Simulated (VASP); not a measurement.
**Sc: single point with PBE**

The system is Sc.

```xyz
1
Lattice="0.0000 2.2705 2.2705 2.2705 0.0000 2.2705 2.2705 2.2705 0.0000" Properties=species:S:1:pos:R:3 pbc="T T T"
Sc    0.0000    0.0000    0.0000
```

```yaml
Program: VASP 6.6.1
Task: single point
Functional: PBE
Potentials_or_basis: VASP PAW PBE potentials, release 64 (Sc_sv)
Cutoff: 520 eV
k_mesh: 12 × 12 × 12
Occupations: fermi-dirac, width 0.15 eV
Spin: no spin polarisation
Dipole_correction: no
Further_INCAR_settings: ALGO = Normal; EDIFF = 1e-06; NBANDS = 12
```

```json
{
 "Pressure": "3.5 GPa"
}
```

Levels at points of the mesh, in eV from the Fermi level:
```tsv
k point	band 2	band 3	band 4	band 5	band 6	band 7	band 8	band 9
(0.00, 0.00, 0.00)	-27.69	-27.69	-27.69	-5.29	1.65	1.65	1.65	3.12
(0.50, 0.00, 0.00)	-28.16	-27.75	-27.75	-1.83	0.32	1.53	1.53	4.08
(0.50, 0.50, 0.00)	-28.12	-27.85	-27.85	-1.63	-0.70	2.10	4.08	4.33
```

Wall time 12 s on 1 thread of Intel(R) Xeon(R) Platinum 8259CL CPU @ 2.50GHz (Skylake/Cascade Lake), with other jobs on the host, peak memory 0.14 GiB.
